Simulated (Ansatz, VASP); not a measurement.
**Be2CdF6: VASP beside Ansatz**

```xyz
9
Lattice="0.0000 3.5401 3.5401 3.5401 0.0000 3.5401 3.5401 3.5401 0.0000" Properties=species:S:1:pos:R:3 pbc="T T T"
Be    5.3101    5.3101    5.3101
Be    1.7700    1.7700    1.7700
Cd    0.0000    0.0000    0.0000
F     0.0000    1.7700    1.7700
F     3.5401    1.7700    1.7700
F     1.7700    0.0000    1.7700
F     1.7700    3.5401    1.7700
F     1.7700    1.7700    0.0000
F     1.7700    1.7700    3.5401
```

Change from the starting cell: ordered vacancies on the A sites of perovskite (Fm-3m, No. 225).

Alike in both runs: functional PBE; k mesh 4 × 4 × 4; occupations gaussian, width 0.1 eV; no spin polarisation.

Ansatz relaxed the structure, and its values are those at the end. VASP's run is a single point on that final structure, the one shown.

|  | VASP | Ansatz |
| --- | --- | --- |
| version | VASP 6.6.1 | Ansatz 0.2.0 |
| potentials or method | VASP PAW PBE potentials, release 64 (Be, Cd, F), cutoff 520 eV | scalar-relativistic, plane waves, PAW |
| valence electrons in the cell | 58 | 66 |

Ansatz gave:

| Property | Result |
| --- | --- |
| gap on the k mesh at the Fermi level (eV) | 3.26 |
| least direct gap on the mesh (eV) | 3.26 |
| pressure (GPa) | 0.0 |

Which values does VASP return?

gap on the k mesh at the Fermi level (eV): 3.22; least direct gap on the mesh (eV): 3.22; pressure (GPa): 0.1.

VASP's potentials hold 58 valence electrons a cell and Ansatz's 66, so a difference there can come from the potentials and not from the codes.
